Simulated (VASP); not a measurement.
# Al3N4 in VASP: a series of runs

Al3N4 is run at these levels: LDA; tasks: single point.

Program: VASP 6.6.1. These are calculated values, not measurements. Logs are shortened: lines on timing, memory, paths and dates and some standing lists are left out, and cuts for length are marked.

## (1) The cell of the first run

The cell holds a slab with vacuum, 14 atoms: a = 5.387 Å, b = 5.871 Å, c = 17.278 Å, α = 90.00°, β = 90.00°, γ = 117.31°.

## (2) Single point, LDA

Input file INCAR:

```
  PREC = Accurate
  ENCUT = 520
  EDIFF = 1E-6
  ISMEAR = -1
  SIGMA = 0.02
  LREAL = False
  LASPH = True
  NELM = 100
  ALGO = Normal
  ISIF = 2
  LWAVE = False
  LCHARG = False
  GGA = CA
  NBANDS = 42
```

Input file KPOINTS:

```
regular mesh
0
Gamma
  2 2 1
```

Input file POSCAR:

```
Al3N4
1.0
    5.3866780000      0.0000000000      0.0000000000
   -2.6933390000      5.2171280000      0.0000000000
    0.0000000000      0.0000000000     17.2778170000
Al N
6 8
Direct
    0.6666667000      0.0000000000      0.0578777000
    0.1666130596      0.5013006180      0.0608587010
    0.1551550524      0.0325252815      0.1346181422
    0.6540026767      0.5333604691      0.1338271617
    0.6841416533      0.0161220257      0.2080779856
    0.1765424169      0.5191355553      0.2139198937
    0.5316407232      0.6634678283      0.0494679577
    1.0323739074      0.1640008401      0.0509870796
    0.0393672938      0.6653719814      0.1347774622
    0.5404225141      0.1650431819      0.1334445587
    0.5467276421      0.6793333159      0.2181322321
    0.0497700090      0.1801115151      0.2197678362
    1.0262037944      0.6205610600      0.3108587043
    0.9708274738      0.6726084495      0.3667520133
```

Potentials or basis: VASP PAW LDA potentials, release 64 (Al, N).

Started as:

```sh
$ cat potpaw_LDA.64/Al/POTCAR potpaw_LDA.64/N/POTCAR > POTCAR
$ mpirun -np 1 vasp_std > vasp.out
```

OUTCAR:

```text
PREC = Accurate
   ENCUT = 520
   EDIFF = 1E-6
   ISMEAR = -1
   LREAL = False
   LASPH = True
   NELM = 100
   ISIF = 2
   GGA = CA

 ion  position               nearest neighbor table
   1  0.667  0.000  0.058-   8 1.76   7 1.77  10 1.93   5 2.60   3 2.87   2 2.93   2 2.94   4 3.01
                             3 3.14
   2  0.167  0.501  0.061-   7 1.76   8 1.78   9 1.91   6 2.65   4 2.84   1 2.93   1 2.94   3 3.01
                             4 3.12
   3  0.155  0.033  0.135-  10 1.85   8 1.89  12 1.92   9 1.95   5 2.80   1 2.87   4 2.94   4 2.94
                             2 3.01   6 3.12   1 3.14   5 3.16   6 3.36
   4  0.654  0.533  0.134-   9 1.85   7 1.90  11 1.91  10 1.96   2 2.84   6 2.89   3 2.94   3 2.94
                             1 3.01   5 3.05   2 3.12   6 3.17
   5  0.684  0.016  0.208-  12 1.76  11 1.77  10 1.91   1 2.60   3 2.80   6 2.93   6 2.95   4 3.05
                             3 3.16
   6  0.177  0.519  0.214-  11 1.77  12 1.79   9 1.93  13 2.06   2 2.65   4 2.89   5 2.93   5 2.95
                             3 3.12   4 3.17   3 3.36
   7  0.532  0.663  0.049-   2 1.76   1 1.77   4 1.90
   8  0.032  0.164  0.051-   1 1.76   2 1.78   3 1.89
   9  0.039  0.665  0.135-   4 1.85   2 1.91   6 1.93   3 1.95
  10  0.540  0.165  0.133-   3 1.85   5 1.91   1 1.93   4 1.96
  11  0.547  0.679  0.218-   5 1.77   6 1.77   4 1.91
  12  0.050  0.180  0.220-   5 1.76   6 1.79   3 1.92
  13  0.026  0.621  0.311-  14 1.09   6 2.06
  14  0.971  0.673  0.367-  13 1.09

  LATTYP: Found a base centered orthorhombic cell.
 ALAT       =     5.3866780000
 B/A-ratio  =     1.9370483998
 C/A-ratio  =     3.2075087837

  Lattice vectors:

 A1 = (   2.6933390000,  -5.2171280000,   0.0000000000)
 A2 = (   2.6933390000,   5.2171280000,   0.0000000000)
 A3 = (   0.0000000000,   0.0000000000,  17.2778170000)

Analysis of symmetry for initial positions (statically):
=====================================================================
 Subroutine PRICEL returns:
 Original cell was already a primitive cell.

 Routine SETGRP: Setting up the symmetry group for a
 base centered orthorhombic supercell.

 Subroutine GETGRP returns: Found  1 space group operations
 (whereof  1 operations were pure point group operations)
 out of a pool of  8 trial point group operations.

The static configuration has the point symmetry C_1 .

Analysis of symmetry for dynamics (positions and initial velocities):
=====================================================================
 Subroutine PRICEL returns:
 Original cell was already a primitive cell.

 Routine SETGRP: Setting up the symmetry group for a
 base centered orthorhombic supercell.

 Subroutine GETGRP returns: Found  1 space group operations
 (whereof  1 operations were pure point group operations)
 out of a pool of  8 trial point group operations.

The dynamic configuration has the point symmetry C_1 .

 Subroutine INISYM returns: Found  1 space group operations
 (whereof  1 operations are pure point group operations),
 and found     1 'primitive' translations

----------------------------------------------------------------------------------------

                                     Primitive cell

  volume of cell :     485.5583

  direct lattice vectors                    reciprocal lattice vectors
     5.386678000  0.000000000  0.000000000     0.185643174  0.095838170  0.000000000
    -2.693339000  5.217128000  0.000000000     0.000000000  0.191676340  0.000000000
     0.000000000  0.000000000 17.277817000     0.000000000  0.000000000  0.057877682

  length of vectors
     5.386678000  5.871328601 17.277817000     0.208921858  0.191676340  0.057877682

  position of ions in fractional coordinates (direct lattice)
     0.666666700  0.000000000  0.057877700
     0.166613060  0.501300618  0.060858701
     0.155155052  0.032525281  0.134618142
     0.654002677  0.533360469  0.133827162
     0.684141653  0.016122026  0.208077986
     0.176542417  0.519135555  0.213919894
     0.531640723  0.663467828  0.049467958
     0.032373907  0.164000840  0.050987080
     0.039367294  0.665371981  0.134777462
     0.540422514  0.165043182  0.133444559
     0.546727642  0.679333316  0.218132232
     0.049770009  0.180111515  0.219767836
     0.026203794  0.620561060  0.310858704
     0.970827474  0.672608449  0.366752013

  ion indices of the primitive-cell ions
   primitive index   ion index
                 1           1
                 2           2
                 3           3
                 4           4
                 5           5
                 6           6
                 7           7
                 8           8
                 9           9
                10          10
                11          11
                12          12
                13          13
                14          14

----------------------------------------------------------------------------------------

 KPOINTS: regular mesh

Automatic generation of k-mesh.
 Grid dimensions read from file:
 generate k-points for:    2    2    1

 Generating k-lattice:

  Cartesian coordinates                     Fractional coordinates (reciprocal lattice)
     0.092821587  0.047919085  0.000000000     0.500000000  0.000000000  0.000000000
     0.000000000  0.095838170  0.000000000     0.000000000  0.500000000  0.000000000
     0.000000000  0.000000000  0.057877682     0.000000000  0.000000000  1.000000000

  Length of vectors
     0.104460929  0.095838170  0.057877682

  Shift w.r.t. Gamma in fractional coordinates (k-lattice)
     0.000000000  0.000000000  0.000000000

 Subroutine IBZKPT returns following result:
 ===========================================

 Found      4 irreducible k-points:

 Following reciprocal coordinates:
            Coordinates               Weight
  0.000000  0.000000  0.000000      1.000000
  0.500000  0.000000  0.000000      1.000000
  0.500000  0.500000  0.000000      1.000000
  0.000000  0.500000  0.000000      1.000000
   k-points           NKPTS =      4   k-points in BZ     NKDIM =      4   number of bands    NBANDS=     42
   number of dos      NEDOS =    301   number of ions     NIONS =     14
   total plane-waves  NPLWV = 268800
   dimension x,y,z NGX =    40 NGY =   48 NGZ =  140
   dimension x,y,z NGXF=    80 NGYF=   96 NGZF=  280
   ions per type =               6   8
   NGX,Y,Z   is equivalent  to a cutoff of  12.34, 13.59, 13.47 a.u.
   NGXF,Y,Z  is equivalent  to a cutoff of  24.69, 27.18, 26.94 a.u.
 SYSTEM =  unknown system
   PREC   = accura    normal or accurate (medium, high low for compatibility)
   ISTART =      0    job   : 0-new  1-cont  2-samecut
   ICHARG =      2    charge: 1-file 2-atom 10-const
   ISPIN  =      1    spin polarized calculation?
   LNONCOLLINEAR =      F non collinear calculations
   LSORBIT =      F    spin-orbit coupling
   LASPH  =      T    aspherical Exc in radial PAW
   ENCUT  =  520.0 eV  38.22 Ry    6.18 a.u.  10.02 10.92 32.13*2*pi/ulx,y,z
   NELM   =    100;   NELMIN=  2; NELMDL= -5     # of ELM steps
   EDIFF  = 0.1E-05   stopping-criterion for ELM
   LREAL  =      F    real-space projection
   EDIFFG = 0.1E-04   stopping-criterion for IOM
   NSW    =      0    number of steps for IOM
   IBRION =     -1    ionic relax: 0-MD 1-quasi-New 2-CG
   NFREE  =      0    steps in history (QN), initial steepest desc. (CG)
   ISIF   =      2    stress and relaxation
   ISYM   =      2    0-nonsym 1-usesym 2-fastsym
   POTIM  = 0.5000    time-step for ionic-motion
   TEBEG  =    0.0;   TEEND  =   0.0 temperature during run
   PSTRESS=    0.0 pullay stress
   NELECT =      58.0000    total number of electrons
   NUPDOWN=      -1.0000    fix difference up-down
   EMIN   =  10.00;   EMAX   =-10.00  energy-range for DOS
   EFERMI =   0.00;   METHOD = LEGACY
   ISMEAR =    -1;   SIGMA  =   0.02  broadening in eV -4-tet -1-fermi 0-gaus
   EFERMI_NEDOS =   21; number of points for ismear=-14 and -15
   IALGO  =     38    algorithm
   IMIX   =      4    mixing-type and parameters
     AMIX     =   0.40;   BMIX     =  1.00
     AMIX_MAG =   1.60;   BMIX_MAG =  1.00
  volume/ion in A,a.u.               =      34.68       234.05
  Fermi-wavevector in a.u.,A,eV,Ry     =   0.806251  1.523594  8.844345  0.650041
  Thomas-Fermi vector in A             =   1.914649
   LORBIT       =      0    0 simple, 1 ext, 2 COOP (PROOUT), +10 PAW based schemes
   GGA     = CA    functional components
   LHFCALC =     F    Hartree Fock is set to
   AEXX    =    0.0000 exact exchange contribution
   IVDW    =     0    specifies the selected vdW correction
   LEPSILON=     F    determine dielectric tensor
   LRPA    =     F    only Hartree local field effects (RPA)
 non-spin polarized calculation
  energy-cutoff  :      520.00
  volume of cell :      485.56
 maximum number of plane-waves:     13090
   NGX = 21   NGY = 21   NGZ = 65

 number of electron      58.0000001 magnetization

 Free energy of the ion-electron system (eV)
  ---------------------------------------------------
  ext. energy  EPLUGINS =         0.00000000
  ---------------------------------------------------
  free energy    TOTEN  =      -105.58249806 eV

  energy without entropy =     -105.58249806  energy(sigma->0) =     -105.58249806

 E-fermi :  -0.8566     XC(G=0):  -4.3670

 val. band max:       -1.3580165249   @ k =   0.5000   0.5000   0.0000
 cond. band min:      -0.3754592952   @ k =   0.5000   0.0000   0.0000
 fundamental gap:      0.9825572297
 Fermi energy:        -0.8566008668

 k-point     1 :       0.0000    0.0000    0.0000
  band No.  band energies     occupation
      1     -26.3439      2.00000
      2     -16.7579      2.00000
      3     -15.0754      2.00000
      4     -14.8171      2.00000
      5     -14.6800      2.00000
      6     -14.3636      2.00000
[... 165 lines left out ...]
     40       4.6967      0.00000
     41       4.7595      0.00000
 [bands above 41 left out]

------------------------ aborting loop because EDIFF is reached ----------------------------------------

  FORCE on cell =-STRESS in cart. coord.  units (eV):
  Direction    XX          YY          ZZ          XY          YZ          ZX
  --------------------------------------------------------------------------------------
  -------------------------------------------------------------------------------------
  Total        1.7902330      0.4376977      1.4830188     15.6050786      0.2978465     -0.5227380
  in kB        5.9071605      1.4442535      4.8934579     51.4914551      0.9827923     -1.7248576
  external PRESSURE =       4.0816239 kB  Pullay stress =       0.0000000 kB

 VOLUME and BASIS-vectors are now :
 -----------------------------------------------------------------------------
  energy-cutoff  :      520.00
  volume of cell :      485.56
      direct lattice vectors                 reciprocal lattice vectors
     5.386678000  0.000000000  0.000000000     0.185643174  0.095838170  0.000000000
    -2.693339000  5.217128000  0.000000000     0.000000000  0.191676340  0.000000000
     0.000000000  0.000000000 17.277817000     0.000000000  0.000000000  0.057877682

 POSITION                                       TOTAL-FORCE (eV/Angst)
 -----------------------------------------------------------------------------------
      3.59112      0.00000      1.00000        -0.046840      0.041867     -0.021641
     -0.45268      2.61535      1.05151        -0.059921      0.007028      0.020810
      0.74817      0.16969      2.32591        -0.028751     -0.023129      0.008390
      2.08638      2.78261      2.31224        -0.011071     -0.018830     -0.026293
      3.64183      0.08411      3.59513        -0.022702     -0.024128      0.003501
     -0.44723      2.70840      3.69607        -0.059794      0.029622      0.014124
      1.07683      3.46140      0.85470         0.053860     -0.020169     -0.051871
     -0.26732      0.85561      0.88095         0.052455      0.018872     -0.030988
     -1.58001      3.47133      2.32866         0.002873     -0.010528     -0.021410
      2.46656      0.86105      2.30563         0.003445      0.024290      0.013001
      1.11537      3.54417      3.76885         0.044128     -0.026690      0.063743
     -0.21701      0.93966      3.79711         0.045121     -0.008820      0.004682
     -1.53023      3.23755      5.37096         0.654066     -0.370577     -1.304653
      3.41797      3.50908      6.33667        -0.626870      0.381191      1.328605
 -----------------------------------------------------------------------------------
    total drift:                               -0.000078     -0.001010      0.000244

  FREE ENERGIE OF THE ION-ELECTRON SYSTEM (eV)
  ---------------------------------------------------
  free  energy   TOTEN  =      -105.5824980622 eV

  energy  without entropy=     -105.5824980622  energy(sigma->0) =     -105.58249806
```

Wall time 2 min (1 thread of Intel Xeon 6975P-C (Granite Rapids), shared host); peak memory 0.44 GiB.

Results:

| Quantity | Value |
| --- | --- |
| Free energy | -105.5825 eV |
| Largest force | 1.518 eV/Å |
| Band gap on the k mesh | 0.98 eV, indirect (least direct gap 0.99 eV) |

Forces on the atoms (eV/Å):
```
Al  -0.047  0.042 -0.022
Al  -0.060  0.007  0.021
Al  -0.029 -0.023  0.008
Al  -0.011 -0.019 -0.026
Al  -0.023 -0.024  0.004
Al  -0.060  0.030  0.014
N    0.054 -0.020 -0.052
N    0.052  0.019 -0.031
N    0.003 -0.011 -0.021
N    0.003  0.024  0.013
N    0.044 -0.027  0.064
N    0.045 -0.009  0.005
N    0.654 -0.371 -1.305
N   -0.627  0.381  1.329
```

Levels at points of the mesh, in eV from the valence-band top:
```csv
k point,band 26,band 27,band 28,band 29,band 30,band 31,band 32,band 33
"(0.00, 0.00, 0.00)",-1.03,-0.98,-0.82,-0.06,1.08,1.11,1.36,2.65
"(0.50, 0.00, 0.00)",-1.58,-1.57,-0.40,-0.38,0.98,1.20,2.40,2.91
"(0.50, 0.50, 0.00)",-1.31,-0.97,-0.62,0.00,0.99,1.14,1.97,2.40
"(0.00, 0.50, 0.00)",-1.19,-1.17,-0.48,-0.44,0.98,1.18,2.32,2.86
```

Caveat: the k points lie up to 0.66 Å⁻¹ apart; the standard files for N, O and F lose accuracy on very short bonds.

## (3) Single point, LDA

Input file INCAR:

```
SYSTEM = Al3N4
ALGO = Normal ; EDIFF = 1E-6
ENCUT = 520 ; GGA = CA
ISIF = 2 ; ISMEAR = -1
LASPH = .TRUE. ; LCHARG = .FALSE.
LREAL = .FALSE. ; LWAVE = .FALSE.
NBANDS = 42 ; NELM = 80
PREC = Accurate ; SIGMA = 0.02
```

Input file KPOINTS:

```
k-points
0
G
  2 2 1
  0 0 0
```

Input file POSCAR:

```
Al3N4
1.0
    5.3866780000      0.0000000000      0.0000000000
   -2.6933390000      5.2171280000      0.0000000000
    0.0000000000      0.0000000000     17.2778170000
Al N
6 8
Direct
    0.6666632013      0.0000000000      0.0578776821
    0.1986609182      0.5186953435      0.0656738059
    0.1429930149      0.0142415521      0.1430562669
    0.6314851292      0.5096673879      0.1263701311
    0.6673545604     -0.0386419501      0.2121622193
    0.1404217756      0.4837144115      0.2224586590
    0.5351875091      0.6662669576      0.0335459046
    1.0269374710      0.1554878470      0.0564191645
    0.0319950501      0.6658452697      0.1353585352
    0.5125773722      0.1113447859      0.1349765425
    0.5125648944      0.6260340939      0.2186213687
    0.0138204504      0.1303015759      0.2294965851
    1.0814763820      0.6277208456      0.3332886325
    1.0866491541      0.7605908845      0.3784100734
```

Potentials or basis: VASP PAW LDA potentials, release 64 (Al, N).

Started as:

```sh
$ cat potpaw_LDA.64/Al/POTCAR potpaw_LDA.64/N/POTCAR > POTCAR
$ mpirun -np 1 vasp_std > vasp.out
```

OUTCAR:

```text
SYSTEM = Al3N4
   EDIFF = 1E-6
   ENCUT = 520
   GGA = CA
   ISIF = 2
   ISMEAR = -1
   LASPH = .TRUE.
   LREAL = .FALSE.
   NELM = 80
   PREC = Accurate

 ion  position               nearest neighbor table
   1  0.667  0.000  0.058-   8 1.72   7 1.80  10 1.84   5 2.68   2 2.80   3 2.93   4 3.04   2 3.08
                             3 3.22   4 3.30
   2  0.199  0.519  0.066-   7 1.70   8 1.90   9 1.93   4 2.58   6 2.72   1 2.80   1 3.08   3 3.14
[... 401 lines left out ...]
  energy-cutoff  :      520.00
  volume of cell :      485.56
      direct lattice vectors                 reciprocal lattice vectors
     5.386678000  0.000000000  0.000000000     0.185643174  0.095838170  0.000000000
    -2.693339000  5.217128000  0.000000000     0.000000000  0.191676340  0.000000000
     0.000000000  0.000000000 17.277817000     0.000000000  0.000000000  0.057877682

 POSITION                                       TOTAL-FORCE (eV/Angst)
 -----------------------------------------------------------------------------------
      3.59110      0.00000      1.00000        -0.101602     -0.652492     -0.417835
     -0.32690      2.70610      1.13470        -2.695720     -2.445051     -0.107658
      0.73190      0.07430      2.47170        -0.563408      0.398609     -0.871152
      2.02890      2.65900      2.18340         1.389078      0.011247      0.377497
      1.00556      5.01553      3.66570        -2.171287      0.116707     -0.917915
     -0.54640      2.52360      3.84360         0.088908     -1.023026     -0.824340
      1.08840      3.47600      0.57960         1.361837      0.287790      1.084668
     -0.27368      0.81120      0.97480         1.420978      2.273723      1.066938
     -1.62100      3.47380      2.33870        -0.246257     -2.531028      0.759058
      2.46120      0.58090      2.33210         0.444468      2.156389      0.638121
      1.07490      3.26610      3.77730         0.032166     -0.672525     -0.798163
     -0.27650      0.67980      3.96520         1.130224      2.138508      0.523367
     -1.25178      3.27490      5.75850         0.420287     -1.065764     -1.796473
     -1.58178      3.96810      6.53810        -0.509672      1.006913      1.283885
 -----------------------------------------------------------------------------------
    total drift:                                0.000158     -0.000590     -0.000098

  FREE ENERGIE OF THE ION-ELECTRON SYSTEM (eV)
  ---------------------------------------------------
  free  energy   TOTEN  =      -104.2665689207 eV

  energy  without entropy=     -104.2665689206  energy(sigma->0) =     -104.26656892
```

stdout:

```text
POSCAR found type information on POSCAR AlN
 POSCAR found :  2 types and      14 ions
 scaLAPACK will be used
 LDA part: xc-table for (Slater(with rela. corr.)+CA(PZ))
 , standard interpolation
 POSCAR, INCAR and KPOINTS ok, starting setup
 FFT: planning ... GRIDC
 FFT: planning ... GRID_SOFT
 FFT: planning ... GRID
 WAVECAR not read
 entering main loop
```

Wall time 1.8 min (1 thread of Intel Xeon 6975P-C (Granite Rapids), shared host); peak memory 0.44 GiB.

Results:

```yaml
Free_energy: -104.2666 eV
Largest_force: 3.641 eV/Å
Band_gap_on_the_k_mesh: 0.91 eV, indirect (least direct gap 0.96 eV)
```

Forces on the atoms (eV/Å):
```
Al  -0.102 -0.652 -0.418
Al  -2.696 -2.445 -0.108
Al  -0.563  0.399 -0.871
Al   1.389  0.011  0.377
Al  -2.171  0.117 -0.918
Al   0.089 -1.023 -0.824
N    1.362  0.288  1.085
N    1.421  2.274  1.067
N   -0.246 -2.531  0.759
N    0.444  2.156  0.638
N    0.032 -0.673 -0.798
N    1.130  2.139  0.523
N    0.420 -1.066 -1.796
N   -0.510  1.007  1.284
```

Caveat: the k points lie up to 0.66 Å⁻¹ apart; the standard files for N, O and F lose accuracy on very short bonds.

(Continued in part 2 of 2.)
